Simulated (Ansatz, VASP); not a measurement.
Two plane-wave programs on Sb

The input INCAR:

```
SYSTEM = Sb
  PREC = Accurate
  ENCUT = 600
  EDIFF = 1E-7
  ISMEAR = 0
  SIGMA = 0.2
  LREAL = .FALSE.
  LASPH = .TRUE.
  NELM = 100
  ALGO = Normal
  ISIF = 3
  LWAVE = .FALSE.
  LCHARG = .FALSE.
  GGA = PE
  IBRION = 2
  NSW = 80
  EDIFFG = -0.025
```

KPOINTS

```
Automatic mesh
0
G
  8 4 4
  0 0 0
```

The input POSCAR:

```
Sb
1.0
    2.1942079870      2.1909842221      0.0249697587
   -0.1386560316      0.0680584696     -6.3487530626
   -4.2728243696      4.2663519020     -0.1461855491
Sb
4
Direct
    0.0297308270     -0.0373180325     -0.0173094045
    0.0287151670      0.4840082131      0.0050555185
    0.9423962789      1.0122834363      0.5210232635
    0.9991577271      0.5410263831      0.4912306225
```

Input for Ansatz:

```yaml
crystal:
  lattice:
    - [2.194207987, 2.1909842221, 0.0249697587]
    - [-0.1386560316, 0.0680584696, -6.3487530626]
    - [-4.2728243696, 4.266351902, -0.1461855491]
  atoms:
    - { symbol: Sb, position: [0.029730827, -0.0373180325, -0.0173094045] }
    - { symbol: Sb, position: [0.028715167, 0.4840082131, 0.0050555185] }
    - { symbol: Sb, position: [0.9423962789, 1.0122834363, 0.5210232635] }
    - { symbol: Sb, position: [0.9991577271, 0.5410263831, 0.4912306225] }
basis:
  ecutwfc: 420
kpoints:
  mp_grid: { grid: [8, 4, 4] }
hamiltonian:
  xc: pbe
scf:
  occupations: { method: gaussian, width: 0.2 }
  lower_state_search: "off"
output:
  forces: true
  stress: true
  eigenvalues: true
relax:
  adjacent_minimum: "off"
  f_tol: 0.025
  max_steps: 60
  cell: { stress_tol: 0.25 }
```

Change from the starting cell: cell x4, atoms moved at random (sigma 0.15 Å) and cell strained at random (1.5 %), then relaxed without symmetry.

Alike in both runs: task relaxation of cell and atoms; functional PBE; k mesh 8 × 4 × 4; occupations gaussian, width 0.2 eV; no spin polarisation.

```csv
,VASP,Ansatz
version,VASP 6.6.1,Ansatz 0.2.0
potentials or method,"VASP PAW PBE potentials, release 64 (Sb), cutoff 600 eV","scalar-relativistic, plane waves, PAW"
valence electrons in the cell,20,60
```

|  | VASP | Ansatz | Ansatz less VASP |
| --- | --- | --- | --- |
| gap on the k mesh at the Fermi level, each at its own relaxed structure (eV) | none | none | - |
| relaxed volume (Å³/atom) | 30.21 | 30.11 | -0.093 |
| relaxed length of the cell vector where the two differ most in proportion (Å) | 6.232 | 6.220 | -0.0120 |

A gap of «none» marks a metal or a gap that the smearing closes. VASP's potentials hold 20 valence electrons a cell and Ansatz's 60, so a difference there can come from the potentials and not from the codes.

Neither program's run includes spin-orbit coupling.
